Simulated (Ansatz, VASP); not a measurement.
HfO2 in VASP and in Ansatz

```
CELL_PARAMETERS angstrom
-0.13230 2.43837 2.43837
2.43837 -0.13230 2.43837
2.43837 2.43837 -0.13230
ATOMIC_POSITIONS crystal
Hf 0.00000 0.00000 0.00000
O 0.25000 0.25000 0.25000
O 0.75000 0.75000 0.75000
```

Alike in both runs: task single point; functional PBE; k mesh 8 × 8 × 8; occupations gaussian, width 0.05 eV; no spin polarisation.

```csv
,VASP,Ansatz
version,VASP 6.6.1,Ansatz 0.2.0
potentials or method,"VASP PAW PBE potentials, release 64 (Hf_pv, O), cutoff 520 eV","scalar-relativistic, plane waves, PAW"
valence electrons in the cell,22,38
```

|  | VASP | Ansatz | Ansatz less VASP |
| --- | --- | --- | --- |
| gap on the k mesh at the Fermi level (eV) | 3.98 | 3.95 | -0.028 |
| least direct gap on the mesh (eV) | 3.98 | 3.95 | -0.028 |
| pressure (GPa) | 13.4 | 17.6 | +4.16 |
| traceless stress, the component that is largest in VASP (GPa) | 7.96 | 8.19 | +0.236 |
| rms of the force components (eV/Å) | 0.536 | 0.563 | +0.0272 |

Atom by atom the forces differ by 0.027 eV/Å (rms over components). One of these differences is far larger than is usual between the two programs; its cause wasn't traced. VASP's potentials hold 22 valence electrons a cell and Ansatz's 38, so a difference there can come from the potentials and not from the codes.

Spin-orbit coupling is off throughout.
